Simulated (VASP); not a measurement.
Ge, 1 atom in the cell. It takes space group Im-3m (No. 229, cubic). The conventional cell has a = 3.011 Å, b = 3.011 Å, c = 3.011 Å, α = 90.00°, β = 90.00°, γ = 90.00°. Ge (site symmetry m-3m) has 14 Ge at 2.61 to 3.01 Å within 3.4 Å. 

* Program: VASP 6.6.1
* Task: relaxation of cell and atoms
* Functional: PBE
* Potentials or basis: VASP PAW PBE potentials, release 64 (Ge_d)
* Cutoff: 600 eV
* k mesh: 18 × 18 × 18
* Occupations: fermi-dirac, width 0.08 eV
* Spin: no spin polarisation
* Target pressure: 48 GPa
* Dipole correction: no
* Further INCAR settings: ALGO = Normal; EDIFF = 1e-06; IBRION = 2; EDIFFG = -0.005; NSW = 32; ISIF = 3

Potentials or basis: VASP PAW PBE potentials, release 64 (Ge_d).

Launch:

```console
$ cat potpaw_PBE.64/Ge_d/POTCAR > POTCAR
$ mpirun -np 1 vasp_std > vasp.out
```

Hardware: 1 thread of AMD EPYC 7R43 64-Core Processor (Zen 3), with other jobs on the host.

Problem. How long does it take, and how much memory?

Solution. Wall time 76 s on 1 thread of AMD EPYC 7R43 64-Core Processor (Zen 3) (shared host), peak memory 0.14 GiB. Counts: scf iterations 25, k points 195, ion steps 4.
